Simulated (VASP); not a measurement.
A run of VASP 6.6.1 is set up as follows.

INCAR

```
SYSTEM = TePtSe3
ALGO = Normal
EDIFF = 1E-7
ENCUT = 520
GGA = PE
ISIF = 2
ISMEAR = 0
LASPH = .TRUE.
LCHARG = .FALSE.
LREAL = .FALSE.
LWAVE = .FALSE.
NBANDS = 25
NELM = 80
PREC = Accurate
SIGMA = 0.1
```

The input KPOINTS:

```
k-points
0
G
  8 8 8
  0 0 0
```

POSCAR

```
TePtSe3
1.0
    4.9694994865      0.0000000000      0.0000000000
    0.0000000000      4.9694994865      0.0000000000
    0.0000000000      0.0000000000      4.9694994865
Te Pt Se
1 1 3
Direct
    0.5000000000      0.5000000000      0.5000000000
    0.0000000000      0.0000000000      0.0000000000
    0.5000000000      0.0000000000      0.0000000000
    0.0000000000      0.5000000000      0.0000000000
    0.0000000000      0.0000000000      0.5000000000
```

Potentials or basis: VASP PAW PBE potentials, release 64 (Te, Pt, Se).

Launch:

```bash
$ cat potpaw_PBE.64/Te/POTCAR potpaw_PBE.64/Pt/POTCAR potpaw_PBE.64/Se/POTCAR > POTCAR
$ mpirun -np 1 vasp_std > vasp.out
```

What does it give for the band gap on the k mesh?

Zero (bands 17 and 18 overlap by 2.96 eV).

Predict the pressure.

0.0 GPa.

Caveat: spin-orbit coupling is left out, which moves the levels of the heavy elements.
